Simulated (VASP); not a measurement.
# GdO (F-43m) in VASP: a series of runs

GdO is run at these levels: PBE; tasks: single point.

All numbers are computed with VASP 6.6.1; they aren't measurements. Logs are shortened: lines on timing, memory, paths and dates and some standing lists are left out, and cuts for length are marked.

## 1. The cell of the first run

It takes space group F-43m (No. 216, cubic). The conventional cell has a = 5.400 Å, b = 5.400 Å, c = 5.400 Å, α = 90.00°, β = 90.00°, γ = 90.00°. Within 3.1 Å of Gd (site symmetry -43m) lie 4 O at 2.34 Å. Within 3.1 Å of O (site symmetry -43m) lie 4 Gd at 2.34 Å.

## 2. Single point, PBE, collinear spin, ferromagnetic start

File INCAR:

```
SYSTEM = GdO
  ALGO = Normal
  EDIFF = 1E-7
  ENCUT = 520
  GGA = PE
  ISIF = 2
  ISMEAR = -1
  ISPIN = 2
  LASPH = .True.
  LCHARG = .False.
  LMAXMIX = 6
  LORBIT = 11
  LREAL = .False.
  LWAVE = .False.
  MAGMOM = 3.5 0
  NBANDS = 23
  NELM = 150
  NUPDOWN = 3.5
  PREC = Accurate
  SIGMA = 0.05
```

File KPOINTS:

```
k-points
0
Gamma
  7 7 7
  0 0 0
```

File POSCAR:

```
GdO
1.0
    0.0000000000      2.7000000000      2.7000000000
    2.7000000000      0.0000000000      2.7000000000
    2.7000000000      2.7000000000      0.0000000000
Gd O
1 1
Direct
    0.0000000000      0.0000000000      0.0000000000
    0.7500000000      0.7500000000      0.7500000000
```

Potentials or basis: VASP PAW PBE potentials, release 64 (Gd, O).

Started as:

```console
$ cat potpaw_PBE.64/Gd/POTCAR potpaw_PBE.64/O/POTCAR > POTCAR
$ mpirun -np 1 vasp_std > vasp.out
```

OUTCAR:

```text
SYSTEM = GdO
   EDIFF = 1E-7
   ENCUT = 520
   GGA = PE
   ISIF = 2
   ISMEAR = -1
   ISPIN = 2
   LASPH = .True.
   LORBIT = 11
   LREAL = .False.
   NELM = 150
   NUPDOWN = 3.5
   PREC = Accurate

 ion  position               nearest neighbor table
   1  0.000  0.000  0.000-   2 2.34   2 2.34   2 2.34   2 2.34
   2  0.750  0.750  0.750-   1 2.34   1 2.34   1 2.34   1 2.34

  LATTYP: Found a face centered cubic cell.
 ALAT       =     5.4000000000

  Lattice vectors:

 A1 = (   0.0000000000,   2.7000000000,   2.7000000000)
 A2 = (   2.7000000000,   0.0000000000,   2.7000000000)
 A3 = (   2.7000000000,   2.7000000000,   0.0000000000)

Analysis of symmetry for initial positions (statically):
=====================================================================
 Subroutine PRICEL returns:
 Original cell was already a primitive cell.

 Routine SETGRP: Setting up the symmetry group for a
 face centered cubic supercell.

 Subroutine GETGRP returns: Found 24 space group operations
 (whereof 24 operations were pure point group operations)
 out of a pool of 48 trial point group operations.

The static configuration has the point symmetry T_d .

Analysis of symmetry for dynamics (positions and initial velocities):
=====================================================================
 Subroutine PRICEL returns:
 Original cell was already a primitive cell.

 Routine SETGRP: Setting up the symmetry group for a
 face centered cubic supercell.

 Subroutine GETGRP returns: Found 24 space group operations
 (whereof 24 operations were pure point group operations)
 out of a pool of 48 trial point group operations.

The dynamic configuration has the point symmetry T_d .

Analysis of structural, dynamic, and magnetic symmetry:
=====================================================================
 Subroutine PRICEL returns:
 Original cell was already a primitive cell.

 Routine SETGRP: Setting up the symmetry group for a
 face centered cubic supercell.

 Subroutine GETGRP returns: Found 24 space group operations
 (whereof 24 operations were pure point group operations)
 out of a pool of 48 trial point group operations.

The overall configuration has the point symmetry T_d .

 Subroutine INISYM returns: Found 24 space group operations
 (whereof 24 operations are pure point group operations),
 and found     1 'primitive' translations

----------------------------------------------------------------------------------------

                                     Primitive cell

  volume of cell :      39.3660

  direct lattice vectors                    reciprocal lattice vectors
     0.000000000  2.700000000  2.700000000    -0.185185185  0.185185185  0.185185185
     2.700000000  0.000000000  2.700000000     0.185185185 -0.185185185  0.185185185
     2.700000000  2.700000000  0.000000000     0.185185185  0.185185185 -0.185185185

  length of vectors
     3.818376618  3.818376618  3.818376618     0.320750150  0.320750150  0.320750150

  position of ions in fractional coordinates (direct lattice)
     0.000000000  0.000000000  0.000000000
     0.750000000  0.750000000  0.750000000

  ion indices of the primitive-cell ions
   primitive index   ion index
                 1           1
                 2           2

----------------------------------------------------------------------------------------

 KPOINTS: k-points

Automatic generation of k-mesh.
 Grid dimensions read from file:
 generate k-points for:    7    7    7

 Generating k-lattice:

  Cartesian coordinates                     Fractional coordinates (reciprocal lattice)
    -0.026455026  0.026455026  0.026455026     0.142857143  0.000000000  0.000000000
     0.026455026 -0.026455026  0.026455026     0.000000000  0.142857143  0.000000000
     0.026455026  0.026455026 -0.026455026     0.000000000  0.000000000  0.142857143

  Length of vectors
     0.045821450  0.045821450  0.045821450

  Shift w.r.t. Gamma in fractional coordinates (k-lattice)
     0.000000000  0.000000000  0.000000000

 Subroutine IBZKPT returns following result:
 ===========================================

 Found     20 irreducible k-points:

 Following reciprocal coordinates:
            Coordinates               Weight
  0.000000  0.000000  0.000000      1.000000
  0.142857  0.000000  0.000000      8.000000
  0.285714  0.000000  0.000000      8.000000
  0.428571  0.000000  0.000000      8.000000
  0.142857  0.142857  0.000000      6.000000
  0.285714  0.142857  0.000000     24.000000
[... 12 lines left out ...]
 -0.428571  0.428571  0.142857     24.000000
 -0.285714  0.428571  0.142857     24.000000
   k-points           NKPTS =     20   k-points in BZ     NKDIM =     20   number of bands    NBANDS=     23
   number of dos      NEDOS =    301   number of ions     NIONS =      2
   total plane-waves  NPLWV =  21952
   dimension x,y,z NGX =    28 NGY =   28 NGZ =   28
   dimension x,y,z NGXF=    56 NGYF=   56 NGZF=   56
   ions per type =               1   1
   NGX,Y,Z   is equivalent  to a cutoff of  12.19, 12.19, 12.19 a.u.
   NGXF,Y,Z  is equivalent  to a cutoff of  24.38, 24.38, 24.38 a.u.
 SYSTEM =  GdO
   PREC   = accura    normal or accurate (medium, high low for compatibility)
   ISTART =      0    job   : 0-new  1-cont  2-samecut
   ICHARG =      2    charge: 1-file 2-atom 10-const
   ISPIN  =      2    spin polarized calculation?
   LNONCOLLINEAR =      F non collinear calculations
   LSORBIT =      F    spin-orbit coupling
   LASPH  =      T    aspherical Exc in radial PAW
   ENCUT  =  520.0 eV  38.22 Ry    6.18 a.u.   7.10  7.10  7.10*2*pi/ulx,y,z
   NELM   =    150;   NELMIN=  2; NELMDL= -5     # of ELM steps
   EDIFF  = 0.1E-06   stopping-criterion for ELM
   LREAL  =      F    real-space projection
   EDIFFG = 0.1E-05   stopping-criterion for IOM
   NSW    =      0    number of steps for IOM
   IBRION =     -1    ionic relax: 0-MD 1-quasi-New 2-CG
   NFREE  =      0    steps in history (QN), initial steepest desc. (CG)
   ISIF   =      2    stress and relaxation
   ISYM   =      2    0-nonsym 1-usesym 2-fastsym
   POTIM  = 0.5000    time-step for ionic-motion
   TEBEG  =    0.0;   TEEND  =   0.0 temperature during run
   PSTRESS=    0.0 pullay stress
   NELECT =      24.0000    total number of electrons
   NUPDOWN=       3.5000    fix difference up-down
   EMIN   =  10.00;   EMAX   =-10.00  energy-range for DOS
   EFERMI =   0.00;   METHOD = LEGACY
   ISMEAR =    -1;   SIGMA  =   0.05  broadening in eV -4-tet -1-fermi 0-gaus
   EFERMI_NEDOS =   21; number of points for ismear=-14 and -15
   IALGO  =     38    algorithm
   IMIX   =      4    mixing-type and parameters
     AMIX     =   0.40;   BMIX     =  1.00
     AMIX_MAG =   1.60;   BMIX_MAG =  1.00
  volume/ion in A,a.u.               =      19.68       132.83
  Fermi-wavevector in a.u.,A,eV,Ry     =   1.388156  2.623234 26.218100  1.926976
  Thomas-Fermi vector in A             =   2.512309
   LORBIT       =     11    0 simple, 1 ext, 2 COOP (PROOUT), +10 PAW based schemes
   GGA     = PE    functional components
   LHFCALC =     F    Hartree Fock is set to
   AEXX    =    0.0000 exact exchange contribution
   IVDW    =     0    specifies the selected vdW correction
   LEPSILON=     F    determine dielectric tensor
   LRPA    =     F    only Hartree local field effects (RPA)
 spin polarized calculation
  energy-cutoff  :      520.00
  volume of cell :       39.37
 maximum number of plane-waves:      1073
   NGX = 15   NGY = 15   NGZ = 15

 number of electron      23.9999991 magnetization       3.5000009

 Free energy of the ion-electron system (eV)
  ---------------------------------------------------
  ext. energy  EPLUGINS =         0.00000000
  ---------------------------------------------------
  free energy    TOTEN  =       -18.28871467 eV

  energy without entropy =      -18.21109177  energy(sigma->0) =      -18.24990322

 E-fermi :   4.2417     XC(G=0): -10.0353

 val. band max:        4.2092653335   @ k =  -0.2857   0.4286   0.1429
 cond. band min:       1.9320935546   @ k =   0.0000   0.0000   0.0000
 fundamental gap:     -2.2771717789
 Fermi energy:         1.6307182284

 spin component 1

 k-point     1 :       0.0000    0.0000    0.0000
  band No.  band energies     occupation
      1     -40.0641      1.00000
      2     -17.5853      1.00000
      3     -17.5853      1.00000
      4     -17.5853      1.00000
      5     -15.4046      1.00000
      6      -1.6194      1.00000
[... 15 lines left out ...]
     22      16.1751      0.00000
     23      16.1751      0.00000
[... 470 lines left out ...]
  band No.  band energies     occupation
      1     -40.0089      1.00000
      2     -18.7583      1.00000
      3     -17.9302      1.00000
      4     -17.7823      1.00000
      5     -14.1166      1.00000
      6      -1.5268      1.00000
[... 15 lines left out ...]
     22      13.4258      0.00000
     23      14.4011      0.00000
 Fermi energy:         4.2416596356

 spin component 2

 k-point     1 :       0.0000    0.0000    0.0000
  band No.  band energies     occupation
      1     -38.3281      1.00000
      2     -16.3893      1.00000
      3     -16.3893      1.00000
      4     -16.3892      1.00000
      5     -15.4185      1.00000
      6      -1.5933      1.00000
[... 15 lines left out ...]
     22      15.2156      0.00000
     23      16.0963      0.00000
[... 471 lines left out ...]
      1     -38.2590      1.00000
      2     -18.0190      1.00000
      3     -16.8217      1.00000
      4     -16.6295      1.00000
      5     -13.6950      1.00000
      6      -1.4856      1.00000
[... 15 lines left out ...]
     22      13.4480      0.00000
     23      14.4373      0.00000

------------------------ aborting loop because EDIFF is reached ----------------------------------------

  FORCE on cell =-STRESS in cart. coord.  units (eV):
  Direction    XX          YY          ZZ          XY          YZ          ZX
  --------------------------------------------------------------------------------------
  -------------------------------------------------------------------------------------
  Total       -0.4311700     -0.4311700     -0.4311700      0.0000000      0.0000000     -0.0000000
  in kB      -17.5484133    -17.5484133    -17.5484133      0.0000000      0.0000000     -0.0000000
  external PRESSURE =     -17.5484133 kB  Pullay stress =       0.0000000 kB

 VOLUME and BASIS-vectors are now :
 -----------------------------------------------------------------------------
  energy-cutoff  :      520.00
  volume of cell :       39.37
      direct lattice vectors                 reciprocal lattice vectors
     0.000000000  2.700000000  2.700000000    -0.185185185  0.185185185  0.185185185
     2.700000000  0.000000000  2.700000000     0.185185185 -0.185185185  0.185185185
     2.700000000  2.700000000  0.000000000     0.185185185  0.185185185 -0.185185185

 POSITION                                       TOTAL-FORCE (eV/Angst)
 -----------------------------------------------------------------------------------
      0.00000      0.00000      0.00000        -0.000000     -0.000000     -0.000000
      4.05000      4.05000      4.05000         0.000000      0.000000      0.000000
 -----------------------------------------------------------------------------------
    total drift:                               -0.000000     -0.000000     -0.000000

  FREE ENERGIE OF THE ION-ELECTRON SYSTEM (eV)
  ---------------------------------------------------
  free  energy   TOTEN  =       -18.2887146731 eV

  energy  without entropy=      -18.2110917677  energy(sigma->0) =      -18.24990322

 total charge

# of ion       s       p       d       f       tot
--------------------------------------------------
    1        2.017   5.601   0.413   7.266  15.297
    2        1.565   3.427   0.000   0.000   4.992
--------------------------------------------------
tot          3.581   9.028   0.413   7.266  20.289

 magnetization (x)

# of ion       s       p       d       f       tot
--------------------------------------------------
    1       -0.015  -0.060  -0.094   4.092   3.923
    2       -0.007  -0.011   0.000   0.000  -0.018
--------------------------------------------------
tot         -0.021  -0.071  -0.094   4.092   3.905
```

It took 32 s on 1 thread of Intel Xeon 6975P-C (Granite Rapids), shared host; peak memory 0.19 GiB.

What came out:

```
Free energy                                           : -18.2887 eV
Pressure                                              : -1.8 GPa
Net moment                                            : 3.50 μB per cell
Site moments                                          : Gd +3.92; O -0.02 μB
Valence electrons inside the program's atomic spheres : Gd 15.30; O 4.99
```

Caveat: spin-orbit coupling is left out, which moves the levels of the heavy elements; the total moment is fixed, so each spin has its own Fermi level and the state may be an excited one; a cell with one magnetic atom can't hold antiferromagnetic order, which such compounds often take; semilocal functionals describe open f shells poorly, which spoils levels, moments and volumes. The state reached can hang on the start; a lower one may exist.

## 3. Single point, PBE, collinear spin, ferromagnetic start

File INCAR:

```
SYSTEM = GdO
PREC = Accurate ; ENCUT = 520
EDIFF = 1E-6 ; ISMEAR = -1
SIGMA = 0.05 ; LREAL = .False.
LASPH = .True. ; NELM = 150
ALGO = Normal ; ISIF = 2
LWAVE = .False. ; LCHARG = .False.
ISPIN = 2 ; MAGMOM = 5.2 0
LORBIT = 11 ; NUPDOWN = 5.2
LMAXMIX = 6 ; GGA = PE
NBANDS = 23
```

File KPOINTS:

```
regular mesh
0
Gamma
  7 7 7
  0 0 0
```

POSCAR is that of step 2.

Potentials or basis: VASP PAW PBE potentials, release 64 (Gd, O).

Started as:

```console
$ cat potpaw_PBE.64/Gd/POTCAR potpaw_PBE.64/O/POTCAR > POTCAR
$ mpirun -np 1 vasp_std > vasp.out
```

OUTCAR:

```text
SYSTEM = GdO
   PREC = Accurate
   ENCUT = 520
   EDIFF = 1E-6
   ISMEAR = -1
   LREAL = .False.
   LASPH = .True.
   NELM = 150
   ISIF = 2
   ISPIN = 2
   LORBIT = 11
   NUPDOWN = 5.2
   GGA = PE

 ion  position               nearest neighbor table
   1  0.000  0.000  0.000-   2 2.34   2 2.34   2 2.34   2 2.34
   2  0.750  0.750  0.750-   1 2.34   1 2.34   1 2.34   1 2.34

  LATTYP: Found a face centered cubic cell.
 ALAT       =     5.4000000000
[... 1249 lines left out ...]
  external PRESSURE =     -21.8195443 kB  Pullay stress =       0.0000000 kB

 VOLUME and BASIS-vectors are now :
 -----------------------------------------------------------------------------
  energy-cutoff  :      520.00
  volume of cell :       39.37
      direct lattice vectors                 reciprocal lattice vectors
     0.000000000  2.700000000  2.700000000    -0.185185185  0.185185185  0.185185185
     2.700000000  0.000000000  2.700000000     0.185185185 -0.185185185  0.185185185
     2.700000000  2.700000000  0.000000000     0.185185185  0.185185185 -0.185185185

 POSITION                                       TOTAL-FORCE (eV/Angst)
 -----------------------------------------------------------------------------------
      0.00000      0.00000      0.00000         0.000000      0.000000      0.000000
      4.05000      4.05000      4.05000        -0.000000     -0.000000     -0.000000
 -----------------------------------------------------------------------------------
    total drift:                               -0.000000     -0.000000     -0.000000

  FREE ENERGIE OF THE ION-ELECTRON SYSTEM (eV)
  ---------------------------------------------------
  free  energy   TOTEN  =       -20.6249277342 eV

  energy  without entropy=      -20.5884263385  energy(sigma->0) =      -20.60667704

 total charge

# of ion       s       p       d       f       tot
--------------------------------------------------
    1        2.021   5.619   0.424   7.207  15.271
    2        1.564   3.429   0.000   0.000   4.992
--------------------------------------------------
tot          3.585   9.048   0.424   7.207  20.264

 magnetization (x)

# of ion       s       p       d       f       tot
--------------------------------------------------
    1       -0.016  -0.087  -0.090   5.826   5.633
    2       -0.007  -0.046   0.000   0.000  -0.054
--------------------------------------------------
tot         -0.024  -0.133  -0.090   5.826   5.580
```

OSZICAR:

```text
N       E                     dE             d eps       ncg     rms          rms(c)
DAV:   1     0.161002294502E+03    0.16100E+03   -0.86839E+03  2638   0.531E+03
DAV:   2     0.113899767841E+01   -0.15986E+03   -0.14002E+03  2633   0.504E+02
DAV:   3    -0.182745941298E+02   -0.19414E+02   -0.18987E+02  2674   0.119E+02
[... 11 lines left out ...]
DAV:  15    -0.206249061041E+02   -0.95354E-04   -0.23653E-04  3470   0.319E-01    0.209E-01
DAV:  16    -0.206249173231E+02   -0.11219E-04   -0.92845E-05  3159   0.130E-01    0.974E-02
DAV:  17    -0.206249289358E+02   -0.11613E-04   -0.85432E-05  2954   0.169E-01    0.515E-02
DAV:  18    -0.206249273222E+02    0.16136E-05   -0.19789E-05  2893   0.122E-01    0.355E-02
DAV:  19    -0.206249277342E+02   -0.41208E-06   -0.10898E-06  1976   0.237E-02
   1 F= -.20624928E+02 E0= -.20606677E+02  d E =-.365014E-01  mag=     5.2000
```

Run time: 28 s. Hardware: 1 thread of Intel Xeon 6975P-C (Granite Rapids), shared host; peak memory 0.19 GiB.

What came out:

| Item | Value |
| --- | --- |
| Free energy | -20.6249 eV |
| Pressure | -2.2 GPa |
| Net moment | 5.20 μB per cell |
| Site moments | Gd +5.63; O -0.05 μB |
| Valence electrons inside the program's atomic spheres | Gd 15.27; O 4.99 |

Caveat: spin-orbit coupling is left out, which moves the levels of the heavy elements; the total moment is fixed, so each spin has its own Fermi level and the state may be an excited one; a cell with one magnetic atom can't hold antiferromagnetic order, which such compounds often take; semilocal functionals describe open f shells poorly, which spoils levels, moments and volumes. The state reached can hang on the start; a lower one may exist.
